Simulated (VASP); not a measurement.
Wanted: the native input for a VASP 6.6.1 run.

- Task: single point
- Functional: LDA
- Potentials or basis: VASP PAW LDA potentials, release 64 (Co)
- Cutoff: 520 eV
- k mesh: 12 × 12 × 12
- Occupations: fermi-dirac, width 0.08 eV
- Spin: collinear spin, ferromagnetic start
- Starting moments: [1.7, 1.7] μB
- Dipole correction: no
- Further INCAR settings: ALGO = Normal; EDIFF = 1e-06; NBANDS = 20

The structure of Co lies in POSCAR:

```
Co
1.0
    2.5074000000      0.0000000000      0.0000000000
   -1.2537000000      2.1714720974      0.0000000000
    0.0000000000      0.0000000000      4.0699000000
Co
2
Direct
    0.3333333333      0.6666666667      0.2500000000
    0.6666666667      0.3333333333      0.7500000000
```

These files were run (other wordings do the same):

INCAR

```
PREC = Accurate ; ENCUT = 520
EDIFF = 1E-6 ; ISMEAR = -1
SIGMA = 0.08 ; LREAL = False
LASPH = True ; NELM = 150
ALGO = Normal ; ISIF = 2
LWAVE = False ; LCHARG = False
ISPIN = 2 ; MAGMOM = 1.7 1.7
LORBIT = 11 ; LMAXMIX = 4
NBANDS = 20
```

KPOINTS

```
regular mesh
0
Gamma
  12 12 12
```

Potentials or basis: VASP PAW LDA potentials, release 64 (Co).

Run with:

```console
$ cat potpaw_LDA.64/Co/POTCAR > POTCAR
$ mpirun -np 1 vasp_std > vasp.out
```

Results of the run:

```
Pressure                                              : -22.3 GPa
Net moment                                            : 3.11 μB per cell
Site moments                                          : Co +1.56 μB
Valence electrons inside the program's atomic spheres : Co 8.24
```

Caveat: the cell stands under tension.

It took 2.3 min on 1 thread of Intel(R) Xeon(R) Platinum 8259CL CPU @ 2.50GHz (Skylake/Cascade Lake) (shared host), peak memory 0.19 GiB.
